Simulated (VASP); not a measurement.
Wanted: the native input for a VASP 6.6.1 run.

```yaml
Task: single point
Functional: PBEsol
Potentials_or_basis: VASP PAW PBE potentials, release 64 (Be, Te)
Cutoff: 520 eV
k_mesh: 1 × 1 × 15
Occupations: gaussian, width 0.05 eV
Spin: collinear spin
Starting_moments: "[0.5, 0.5, 0.5, 0.5] μB"
Dipole_correction: no
Further_INCAR_settings: ALGO = Normal; EDIFF = 1e-07; NBANDS = 20
```

The structure of BeTe lies in POSCAR:

```
BeTe
1.0
   11.3000000000      0.0000000000      0.0000000000
    0.0000000000      9.3000000000      0.0000000000
    0.0000000000      0.0000000000      3.9199931013
Be Te
2 2
Direct
    0.4518890382      0.5000000000      0.0000000000
    0.5481109618      0.5000000000      0.5000000000
    0.3378105003      0.5000000000      0.5000000000
    0.6621894997      0.5000000000      0.0000000000
```

One way to write it, as run:

INCAR

```
ALGO = Normal ; EDIFF = 1E-7
ENCUT = 520 ; GGA = PS
ISIF = 2 ; ISMEAR = 0
ISPIN = 2 ; LASPH = T
LCHARG = F ; LORBIT = 11
LREAL = F ; LWAVE = F
MAGMOM = 0.5 0.5 0.5 0.5 ; NBANDS = 20
NELM = 150 ; PREC = Accurate
SIGMA = 0.05
```

KPOINTS

```
k-points
0
Gamma
  1 1 15
```

Potentials or basis: VASP PAW PBE potentials, release 64 (Be, Te).

Run with:

```console
$ cat potpaw_PBE.64/Be/POTCAR potpaw_PBE.64/Te/POTCAR > POTCAR
$ mpirun -np 1 vasp_std > vasp.out
```

It gave:

- Largest force: 0.088 eV/Å
- Band gap on the k mesh: 3.17 eV (least direct gap 3.36 eV)
- Net moment: 0.00 μB per cell
- Valence electrons inside the program's atomic spheres: Be 0.99; Te 3.48

Caveat: the PAW data sets were made with another functional, which shifts forces and pressure a little; spin-orbit coupling is left out, which moves the levels of the heavy elements.

It took 6.4 min on 1 thread of Intel Xeon 8259CL, on a shared host, peak memory 0.61 GiB.
